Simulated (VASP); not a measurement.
Runs of VASP 6.6.1 on HgTe. The structure is cubic, space group Pm-3m (No. 221). The conventional cell has a = 3.790 Å, b = 3.790 Å, c = 3.790 Å, α = 90.00°, β = 90.00°, γ = 90.00°. Hg (site symmetry m-3m) has 8 Te at 3.28 Å and 6 Hg at 3.79 Å within 4.3 Å. Within 4.3 Å of Te (site symmetry m-3m) lie 8 Hg at 3.28 Å and 6 Te at 3.79 Å. 

```csv
level,potentials or basis,smearing,grid for exact exchange (PRECFOCK),share of exact exchange,screening parameter,gap on the mesh (eV),pressure (GPa)
LDA,"VASP PAW LDA potentials, release 64 (Hg, Te)",fermi-dirac 0.02 eV,-,-,-,none,(a)
r2SCAN,"VASP PAW PBE potentials, release 64 (Hg, Te)",fermi-dirac 0.02 eV,-,-,-,none,0.2
r2SCAN,"VASP PAW PBE potentials, release 64 (Hg, Te)",methfessel-paxton 0.001 eV,-,-,-,none,0.2
PBE-based screened hybrid,"VASP PAW PBE potentials, release 64 (Hg, Te)",fermi-dirac 0.02 eV,Normal,0.5,0.5 1/Å,none,-1.0
PBE-based screened hybrid,"VASP PAW PBE potentials, release 64 (Hg, Te)",fermi-dirac 0.02 eV,Normal,0.15,0.1 1/Å,none,-0.8
```

Alike in all rows: task single point; no spin polarisation; cell as given; k mesh 4 × 4 × 4; cutoff (eV) 520.

Question: Fill in the values left out.

Answer: (a) -4.3.

Caveats: all runs use coarse meshes; spin-orbit coupling is left out, which moves the levels of the heavy elements; the PAW data sets were made with another functional, which shifts forces and pressure a little (some runs).

A k mesh can miss the band edges, and the runs leave out spin-orbit coupling on Hg, Te.

A gap of «none» marks levels without a gap at the run's occupations.
